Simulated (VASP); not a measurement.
Runs of VASP 6.6.1 on BAs. The structure is that of space group F-43m (No. 216), or close to it. The cells are those of the table. 

```csv
task,level,cell,k mesh,smearing,gap on the mesh (eV),pressure (GPa)
dielectric tensor,r2SCAN,"a = 3.247 Å, angles 60.0°, 2 atoms",8 × 8 × 8,gaussian 0.01 eV,1.25,-
single point,PBE,"a = 3.281 Å, angles 60.0°, 2 atoms",6 × 6 × 6,gaussian 0.01 eV,(b),18.6
single point,r2SCAN,"a = 3.383 Å, angles 60.0°, 2 atoms",10 × 10 × 10,gaussian 0.01 eV,(a),0.3
single point,PBE,"a = 3.315 Å, angles 60.0°, 2 atoms",10 × 10 × 10,fermi-dirac 0.02 eV,1.12,12.6
single point,PBE,"a = 3.484 Å, angles 60.0°, 2 atoms",10 × 10 × 10,fermi-dirac 0.02 eV,1.27,-7.8
```

Alike in all rows: potentials or basis VASP PAW PBE potentials, release 64 (B, As); no spin polarisation; cutoff (eV) 520.

**Question.** Estimate the missing entries.

**Answer.** (a) 1.37; (b) 1.20.

Caveats: the PAW data sets were made with another functional, which shifts forces and pressure a little (some runs).

A k mesh can miss the band edges, and the runs leave out spin-orbit coupling on As.
